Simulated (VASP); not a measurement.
Here is a VASP 6.6.1 calculation.

The input INCAR:

```
PREC = Accurate ; ENCUT = 500
EDIFF = 1E-6 ; ISMEAR = 0
SIGMA = 0.01 ; LREAL = False
LASPH = True ; NELM = 120
ALGO = Normal ; ISIF = 2
LWAVE = False ; LCHARG = False
GGA = PS ; NBANDS = 11
GGA_COMPAT = False
```

The input KPOINTS:

```
regular mesh
0
Gamma
  12 12 12
```

Contents of POSCAR:

```
BP
1.0
    0.0000000000      2.2600633005      2.2600633005
    2.2600633005      0.0000000000      2.2600633005
    2.2600633005      2.2600633005      0.0000000000
B P
1 1
Direct
    0.0000000000      0.0000000000      0.0000000000
    0.2500000000      0.2500000000      0.2500000000
```

Potentials or basis: VASP PAW PBE potentials, release 64 (B, P).

The run is started by

```sh
$ cat potpaw_PBE.64/B/POTCAR potpaw_PBE.64/P/POTCAR > POTCAR
$ mpirun -np 1 vasp_std > vasp.out
```

Question: What does it give for the pressure?

Answer: 0.1 GPa.

Question: What does it give for the band gap on the k mesh?

Answer: 1.11 eV (least direct gap 3.37 eV).

Caveat: the PAW data sets were made with another functional, which shifts forces and pressure a little. A k mesh can miss the band edges.
